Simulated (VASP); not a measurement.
## CuO: single point with PBEsol

CuO:

```xyz
4
Lattice="2.0673 -2.0649 0.0440 2.0673 2.0649 0.0440 -0.1117 0.0000 5.0971" Properties=species:S:1:pos:R:3 pbc="T T T"
Cu    0.9778   -1.0325    2.5705
Cu    1.0337    1.0325    0.0220
O     2.0394   -0.0007    1.3182
O     1.9835    0.0007    3.8668
```

- Program: VASP 6.6.1
- Task: single point
- Functional: PBEsol
- Potentials or basis: VASP PAW PBE potentials, release 64 (Cu, O)
- Cutoff: 520 eV
- k mesh: 14 × 14 × 8
- Occupations: gaussian, width 0.1 eV
- Spin: no spin polarisation
- Dipole correction: no
- Further INCAR settings: ALGO = Normal; EDIFF = 1e-06; NBANDS = 25

```yaml
Pressure: -2.4 GPa
Band_gap_on_the_k_mesh: zero (band 17 reaches 5.65 eV, above the bottom of band 18 at 4.43 eV)
```

Stress tensor (GPa, compression positive):
```
-2.50  0.00  0.00
 0.00 -2.48  0.00
 0.00  0.00 -2.12
```

Levels at points of the mesh, in eV from the Fermi level:
| k point | band 13 | band 14 | band 15 | band 16 | band 17 | band 18 | band 19 | band 20 | band 21 | band 22 |
| --- | --- | --- | --- | --- | --- | --- | --- | --- | --- | --- |
| (0.00, 0.00, 0.00) | -2.47 | -2.44 | -2.35 | -1.94 | 0.68 | 0.69 | 1.39 | 5.97 | 7.34 | 13.06 |
| (0.50, 0.00, 0.00) | -2.34 | -1.94 | -1.62 | -1.54 | 0.22 | 0.47 | 3.59 | 5.85 | 6.44 | 10.84 |
| (0.50, 0.50, 0.00) | -2.42 | -2.42 | -1.65 | -1.23 | -1.23 | 1.14 | 1.91 | 7.15 | 9.83 | 9.86 |
| (0.00, 0.00, 0.50) | -2.33 | -2.33 | -1.60 | -1.60 | 0.09 | 0.09 | 3.45 | 3.45 | 11.66 | 11.66 |
| (0.50, 0.00, 0.50) | -2.44 | -2.41 | -2.08 | -1.87 | -0.17 | 0.69 | 4.22 | 5.89 | 8.15 | 8.81 |
| (0.50, 0.50, 0.50) | -1.96 | -1.96 | -1.46 | -1.46 | -0.54 | -0.54 | 3.84 | 3.84 | 10.59 | 10.59 |

Run time: 6.1 min on 1 thread of Intel(R) Xeon(R) Platinum 8375C CPU @ 2.90GHz (Ice Lake) (shared host), peak memory 0.47 GiB.

Caveat: the PAW data sets were made with another functional, which shifts forces and pressure a little; semilocal functionals often make such compounds metallic where correlation or magnetic order opens a gap, which also shifts bond lengths. With open d or f shells a metallic result of PBEsol can be an artefact of self-interaction; +U or a hybrid may open a gap.
